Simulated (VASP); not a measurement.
# Ag (Im-3m) in VASP: further runs

Runs on Ag. Level: PBEsol. Tasks: single point, relaxation of cell and atoms.

Program: VASP 6.6.1. These are calculated values, not measurements. Logs are shortened: lines on timing, memory, paths and dates and some standing lists are left out, and cuts for length are marked.

### Step 1. The cell of the first run

Symmetry: Im-3m, No. 229, cubic system. The conventional cell has a = 3.221 Å, b = 3.221 Å, c = 3.221 Å, α = 90.00°, β = 90.00°, γ = 90.00°. Ag (site symmetry m-3m) has 14 Ag at 2.79 to 3.22 Å within 3.7 Å.

This isn't the form of Ag at room conditions, which is fcc.

### Step 2. Single point, PBEsol

Input file INCAR:

```
SYSTEM = Ag
  PREC = Accurate
  ENCUT = 500
  EDIFF = 1E-6
  ISMEAR = 0
  SIGMA = 0.1
  LREAL = .False.
  LASPH = .True.
  NELM = 120
  ALGO = Normal
  ISIF = 2
  LWAVE = .False.
  LCHARG = .False.
  GGA = PS
  NBANDS = 12
  GGA_COMPAT = .False.
```

Input file KPOINTS:

```
Automatic mesh
0
Gamma
  8 8 8
  0 0 0
```

Input file POSCAR:

```
Ag
1.0
   -1.6106299995      1.6106299995      1.6106299995
    1.6106299995     -1.6106299995      1.6106299995
    1.6106299995      1.6106299995     -1.6106299995
Ag
1
Direct
    0.0000000000      0.0000000000      0.0000000000
```

Potentials or basis: VASP PAW PBE potentials, release 64 (Ag).

Run with:

```
$ cat potpaw_PBE.64/Ag/POTCAR > POTCAR
$ mpirun -np 1 vasp_std > vasp.out
```

OUTCAR:

```text
SYSTEM = Ag
   PREC = Accurate
   ENCUT = 500
   EDIFF = 1E-6
   ISMEAR = 0
   LREAL = .False.
   LASPH = .True.
   NELM = 120
   ISIF = 2
   GGA = PS

 ion  position               nearest neighbor table
   1  0.000  0.000  0.000-

  LATTYP: Found a body centered cubic cell.
 ALAT       =     3.2212599990

  Lattice vectors:

 A1 = (  -1.6106299995,   1.6106299995,   1.6106299995)
 A2 = (   1.6106299995,  -1.6106299995,   1.6106299995)
 A3 = (   1.6106299995,   1.6106299995,  -1.6106299995)

Analysis of symmetry for initial positions (statically):
=====================================================================
 Subroutine PRICEL returns:
 Original cell was already a primitive cell.

 Routine SETGRP: Setting up the symmetry group for a
 body centered cubic supercell.

 Subroutine GETGRP returns: Found 48 space group operations
 (whereof 48 operations were pure point group operations)
 out of a pool of 48 trial point group operations.

The static configuration has the point symmetry O_h .

Analysis of symmetry for dynamics (positions and initial velocities):
=====================================================================
 Subroutine PRICEL returns:
 Original cell was already a primitive cell.

 Routine SETGRP: Setting up the symmetry group for a
 body centered cubic supercell.

 Subroutine GETGRP returns: Found 48 space group operations
 (whereof 48 operations were pure point group operations)
 out of a pool of 48 trial point group operations.

The dynamic configuration has the point symmetry O_h .

 Subroutine INISYM returns: Found 48 space group operations
 (whereof 48 operations are pure point group operations),
 and found     1 'primitive' translations

----------------------------------------------------------------------------------------

                                     Primitive cell

  volume of cell :      16.7127

  direct lattice vectors                    reciprocal lattice vectors
    -1.610629999  1.610629999  1.610629999     0.000000000  0.310437531  0.310437531
     1.610629999 -1.610629999  1.610629999     0.310437531  0.000000000  0.310437531
     1.610629999  1.610629999 -1.610629999     0.310437531  0.310437531  0.000000000

  length of vectors
     2.789692991  2.789692991  2.789692991     0.439024966  0.439024966  0.439024966

  position of ions in fractional coordinates (direct lattice)
     0.000000000  0.000000000  0.000000000

  ion indices of the primitive-cell ions
   primitive index   ion index
                 1           1

----------------------------------------------------------------------------------------

 KPOINTS: Automatic mesh

Automatic generation of k-mesh.
 Grid dimensions read from file:
 generate k-points for:    8    8    8

 Generating k-lattice:

  Cartesian coordinates                     Fractional coordinates (reciprocal lattice)
     0.000000000  0.038804691  0.038804691     0.125000000  0.000000000  0.000000000
     0.038804691  0.000000000  0.038804691     0.000000000  0.125000000  0.000000000
     0.038804691  0.038804691  0.000000000     0.000000000  0.000000000  0.125000000

  Length of vectors
     0.054878121  0.054878121  0.054878121

  Shift w.r.t. Gamma in fractional coordinates (k-lattice)
     0.000000000  0.000000000  0.000000000

 Subroutine IBZKPT returns following result:
 ===========================================

 Found     29 irreducible k-points:

 Following reciprocal coordinates:
            Coordinates               Weight
  0.000000  0.000000  0.000000      1.000000
  0.125000  0.000000  0.000000     12.000000
  0.250000  0.000000  0.000000     12.000000
  0.375000  0.000000  0.000000     12.000000
  0.500000  0.000000  0.000000      6.000000
  0.125000  0.125000  0.000000     24.000000
[... 16 lines left out ...]
 -0.250000  0.250000  0.250000      6.000000
 -0.375000  0.375000  0.250000     24.000000
 [... further k-points ...]
   k-points           NKPTS =     29   k-points in BZ     NKDIM =     29   number of bands    NBANDS=     12
   number of dos      NEDOS =    301   number of ions     NIONS =      1
   total plane-waves  NPLWV =   8000
   dimension x,y,z NGX =    20 NGY =   20 NGZ =   20
   dimension x,y,z NGXF=    40 NGYF=   40 NGZF=   40
   ions per type =               1
   NGX,Y,Z   is equivalent  to a cutoff of  11.92, 11.92, 11.92 a.u.
   NGXF,Y,Z  is equivalent  to a cutoff of  23.84, 23.84, 23.84 a.u.
 SYSTEM =  Ag
   PREC   = accura    normal or accurate (medium, high low for compatibility)
   ISTART =      0    job   : 0-new  1-cont  2-samecut
   ICHARG =      2    charge: 1-file 2-atom 10-const
   ISPIN  =      1    spin polarized calculation?
   LNONCOLLINEAR =      F non collinear calculations
   LSORBIT =      F    spin-orbit coupling
   LASPH  =      T    aspherical Exc in radial PAW
   ENCUT  =  500.0 eV  36.75 Ry    6.06 a.u.   5.09  5.09  5.09*2*pi/ulx,y,z
   NELM   =    120;   NELMIN=  2; NELMDL= -5     # of ELM steps
   EDIFF  = 0.1E-05   stopping-criterion for ELM
   LREAL  =      F    real-space projection
   EDIFFG = 0.1E-04   stopping-criterion for IOM
   NSW    =      0    number of steps for IOM
   IBRION =     -1    ionic relax: 0-MD 1-quasi-New 2-CG
   NFREE  =      0    steps in history (QN), initial steepest desc. (CG)
   ISIF   =      2    stress and relaxation
   ISYM   =      2    0-nonsym 1-usesym 2-fastsym
   POTIM  = 0.5000    time-step for ionic-motion
   TEBEG  =    0.0;   TEEND  =   0.0 temperature during run
   PSTRESS=    0.0 pullay stress
   NELECT =      11.0000    total number of electrons
   NUPDOWN=      -1.0000    fix difference up-down
   EMIN   =  10.00;   EMAX   =-10.00  energy-range for DOS
   EFERMI =   0.00;   METHOD = LEGACY
   ISMEAR =     0;   SIGMA  =   0.10  broadening in eV -4-tet -1-fermi 0-gaus
   EFERMI_NEDOS =   21; number of points for ismear=-14 and -15
   IALGO  =     38    algorithm
   IMIX   =      4    mixing-type and parameters
     AMIX     =   0.40;   BMIX     =  1.00
     AMIX_MAG =   1.60;   BMIX_MAG =  1.00
  volume/ion in A,a.u.               =      16.71       112.78
  Fermi-wavevector in a.u.,A,eV,Ry     =   1.424044  2.691052 27.591256  2.027900
  Thomas-Fermi vector in A             =   2.544577
   LORBIT       =      0    0 simple, 1 ext, 2 COOP (PROOUT), +10 PAW based schemes
   GGA     = PS    functional components
   LHFCALC =     F    Hartree Fock is set to
   AEXX    =    0.0000 exact exchange contribution
   IVDW    =     0    specifies the selected vdW correction
   LEPSILON=     F    determine dielectric tensor
   LRPA    =     F    only Hartree local field effects (RPA)
 non-spin polarized calculation
 Gauss-broadening in eV      SIGMA  =   0.10
  energy-cutoff  :      500.00
  volume of cell :       16.71
 maximum number of plane-waves:       429
   NGX = 11   NGY = 11   NGZ = 11

 number of electron      10.9999993 magnetization

 Free energy of the ion-electron system (eV)
  ---------------------------------------------------
  ext. energy  EPLUGINS =         0.00000000
  ---------------------------------------------------
  free energy    TOTEN  =        -3.22571339 eV

  energy without entropy =       -3.22019787  energy(sigma->0) =       -3.22295563

 E-fermi :   8.6420     XC(G=0): -12.5342

 val. band max:        8.6393557317   @ k =   0.3750   0.1250   0.0000
 cond. band min:       8.8007909518   @ k =   0.2500   0.2500   0.0000
 fundamental gap:      0.1614352201
 Fermi energy:         8.6420061221

 k-point     1 :       0.0000    0.0000    0.0000
  band No.  band energies     occupation
      1       0.5394      2.00000
      2       3.5408      2.00000
      3       3.5408      2.00000
      4       3.5408      2.00000
      5       4.9333      2.00000
      6       4.9333      2.00000
      7      26.5296      0.00000
      8      26.5296      0.00000
      9      26.5296      0.00000
     10      33.1093      0.00000
     11      33.1093      0.00000
     12      33.1721      0.00000

 k-point     2 :       0.1250    0.0000    0.0000
  band No.  band energies     occupation
      1       1.0471      2.00000
      2       3.4126      2.00000
      3       3.5633      2.00000
      4       3.8427      2.00000
      5       4.8099      2.00000
      6       4.9437      2.00000
      7      25.1341      0.00000
      8      26.2031      0.00000
      9      26.9098      0.00000
     10      30.2163      0.00000
     11      30.4220      0.00000
     12      30.6414      0.00000

 k-point     3 :       0.2500    0.0000    0.0000
  band No.  band energies     occupation
      1       2.0451      2.00000
      2       3.1155      2.00000
      3       3.9943      2.00000
      4       4.6379      2.00000
      5       4.7158      2.00000
      6       4.9809      2.00000
      7      20.6916      0.00000
      8      24.3236      0.00000
      9      27.0349      0.00000
     10      27.7636      0.00000
     11      29.4130      0.00000
     12      31.4030      0.00000
[... 286 lines left out ...]
 k-point    23 :      -0.2500    0.2500    0.2500
  band No.  band energies     occupation
      1       3.0359      2.00000
      2       3.4206      2.00000
      3       4.0460      2.00000
      4       4.0460      2.00000
      5       4.5854      2.00000
      6       6.6040      2.00000
      7      21.8179      0.00000
      8      21.8179      0.00000
      9      22.6200      0.00000
     10      23.0325      0.00000
     11      33.9249      0.00000
     12      33.9249      0.00000

 k-point    24 :      -0.3750    0.3750    0.2500
  band No.  band energies     occupation
      1       2.7912      2.00000
      2       3.0928      2.00000
      3       4.0510      2.00000
      4       4.4726      2.00000
      5       5.3919      2.00000
      6       8.9106      0.00015
      7      17.1635      0.00000
      8      19.6501      0.00000
      9      22.1930      0.00000
     10      24.6283      0.00000
     11      32.0165      0.00000
     12      33.9489      0.00000

 [... further k-points ...]

------------------------ aborting loop because EDIFF is reached ----------------------------------------

  FORCE on cell =-STRESS in cart. coord.  units (eV):
  Direction    XX          YY          ZZ          XY          YZ          ZX
  --------------------------------------------------------------------------------------
  -------------------------------------------------------------------------------------
  Total        0.0264708      0.0264708      0.0264708      0.0000000      0.0000000      0.0000000
  in kB        2.5376456      2.5376456      2.5376456      0.0000000      0.0000000      0.0000000
  external PRESSURE =       2.5376456 kB  Pullay stress =       0.0000000 kB

 VOLUME and BASIS-vectors are now :
 -----------------------------------------------------------------------------
  energy-cutoff  :      500.00
  volume of cell :       16.71
      direct lattice vectors                 reciprocal lattice vectors
    -1.610629999  1.610629999  1.610629999     0.000000000  0.310437531  0.310437531
     1.610629999 -1.610629999  1.610629999     0.310437531  0.000000000  0.310437531
     1.610629999  1.610629999 -1.610629999     0.310437531  0.310437531  0.000000000

 POSITION                                       TOTAL-FORCE (eV/Angst)
 -----------------------------------------------------------------------------------
      0.00000      0.00000      0.00000         0.000000      0.000000     -0.000000
 -----------------------------------------------------------------------------------
    total drift:                               -0.000000     -0.000000      0.000000

  FREE ENERGIE OF THE ION-ELECTRON SYSTEM (eV)
  ---------------------------------------------------
  free  energy   TOTEN  =        -3.2257133858 eV

  energy  without entropy=       -3.2201978693  energy(sigma->0) =       -3.22295563
```

It took 4.6 s on 1 thread of AMD EPYC 7R43 (Zen 3), shared host; peak memory 0.09 GiB.

What came out:

```yaml
Free_energy: -3.2257 eV
Pressure: 0.3 GPa
Band_gap_on_the_k_mesh: zero (an odd number of electrons rules out a gap without spin polarisation)
```

Caveat: the PAW data sets were made with another functional, which shifts forces and pressure a little.

### Step 3. Single point, PBEsol

This run uses another cell than the first one, of 19.42 Å³/atom.

Input file INCAR:

```
ALGO = Normal ; EDIFF = 1E-6
ENCUT = 500 ; GGA = PS
GGA_COMPAT = False ; ISIF = 2
ISMEAR = 0 ; LASPH = True
LCHARG = False ; LREAL = False
LWAVE = False ; NBANDS = 12
NELM = 120 ; PREC = Accurate
SIGMA = 0.1
```

Input file KPOINTS:

```
k-points
0
Gamma
  8 8 8
```

Input file POSCAR:

```
Ag
1.0
   -1.6931721414      1.6931721414      1.6931721414
    1.6931721414     -1.6931721414      1.6931721414
    1.6931721414      1.6931721414     -1.6931721414
Ag
1
Direct
    0.0000000000      0.0000000000      0.0000000000
```

Potentials or basis: VASP PAW PBE potentials, release 64 (Ag).

Run with:

```
$ cat potpaw_PBE.64/Ag/POTCAR > POTCAR
$ mpirun -np 1 vasp_std > vasp.out
```

Wall time 6.8 s (1 thread of AMD EPYC 7R43 (Zen 3), shared host); peak memory 0.1 GiB.

It converged, with:

- Free energy: -3.1182 eV
- Pressure: -10.8 GPa
- Band gap on the k mesh: zero (an odd number of electrons rules out a gap without spin polarisation)

Levels at points of the mesh, in eV from the Fermi level:
```
           k point  band 3  band 4  band 5  band 6  band 7  band 8
(0.00, 0.00, 0.00)   -4.59   -4.59   -3.50   -3.50   17.28   17.28
(0.50, 0.00, 0.00)   -3.55   -3.41   -2.70    0.03    3.28   12.65
(0.50, 0.50, 0.50)   -2.89   -2.89   -2.89    6.33    6.33    6.33
```

Caveat: the cell stands under tension; the PAW data sets were made with another functional, which shifts forces and pressure a little.

### Step 4. Relaxation of cell and atoms, PBEsol

This run uses another cell than the first one, of 19.42 Å³/atom.

Input file INCAR:

```
SYSTEM = Ag
ALGO = Normal ; EDIFF = 1E-7
EDIFFG = -0.05 ; ENCUT = 500
GGA = PS ; GGA_COMPAT = .FALSE.
IBRION = 2 ; ISIF = 3
ISMEAR = 0 ; LASPH = .TRUE.
LCHARG = .FALSE. ; LREAL = .FALSE.
LWAVE = .FALSE. ; NELM = 120
NELMIN = 4 ; NSW = 80
PREC = Accurate ; SIGMA = 0.1
```

Input file KPOINTS:

```
k-points
0
G
  8 8 8
  0 0 0
```

POSCAR is that of step 3.

Run with:

```
$ cat potpaw_PBE.64/Ag/POTCAR > POTCAR
$ mpirun -np 1 vasp_std > vasp.out
```

It took 16 s on 1 thread of AMD EPYC 7R43 (Zen 3), shared host; peak memory 0.11 GiB.

It converged, with:

```
Free energy                           : -3.2275 eV
Relaxed volume                        : 16.73 Å³/atom
Relaxed cell                          : a = 2.791 Å, b = 2.791 Å, c = 2.791 Å, α = 109.47°, β = 109.47°, γ = 109.47°
Space group after relaxing (to 0.1 Å) : Im-3m (No. 229)
Energy gained by relaxing             : 109.3 meV/atom
Ionic steps                           : 3
Pressure after relaxing               : 0.0 GPa
Band gap on the k mesh                : zero (an odd number of electrons rules out a gap without spin polarisation)
```

Step by step:
```csv
step,energy change (eV),largest force (eV/Å),pressure (GPa),volume (Å³)
1,0.0000,0.0000,-10.78,19.42
2,-0.0952,0.0000,6.27,15.97
3,-0.1093,0.0000,0.01,16.73
```

Final structure:
```
Ag
1.0
    -1.61134    1.61134    1.61134
     1.61134   -1.61134    1.61134
     1.61134    1.61134   -1.61134
Ag
1
Direct
  0.00000 0.00000 0.00000
```

Levels at points of the mesh, in eV from the Fermi level:
| k point | band 4 | band 5 | band 6 | band 7 | band 8 | band 9 |
| --- | --- | --- | --- | --- | --- | --- |
| (0.00, 0.00, 0.00) | -5.10 | -3.71 | -3.71 | 17.88 | 17.88 | 17.88 |
| (0.50, 0.00, 0.00) | -3.58 | -2.65 | -0.30 | 4.13 | 13.25 | 14.49 |
| (0.50, 0.50, 0.50) | -2.91 | -2.91 | 6.78 | 6.78 | 6.78 | 12.96 |

Caveat: the PAW data sets were made with another functional, which shifts forces and pressure a little.

### Step 5. The runs side by side

| task | cell | gap on the mesh (eV) | pressure (GPa) |
| --- | --- | --- | --- |
| single point | a = 2.790 Å, angles 109.5°, 1 atom | none | 0.3 |
| single point | a = 2.933 Å, angles 109.5°, 1 atom | none | -10.8 |
| relaxation of cell and atoms | relaxed from a = 2.933 Å, angles 109.5°, 1 atom | none | 0.0 |

Alike in all rows: level PBEsol; potentials or basis VASP PAW PBE potentials, release 64 (Ag); no spin polarisation; k mesh 8 × 8 × 8; cutoff (eV) 500; smearing gaussian 0.1 eV.

Caveats: the PAW data sets were made with another functional, which shifts forces and pressure a little; the cell stands under tension (at least some runs).

Absolute energies hang on the potentials; compare differences alone.

The gap in the log of VASP goes by the Fermi energy; the results here count the filled bands.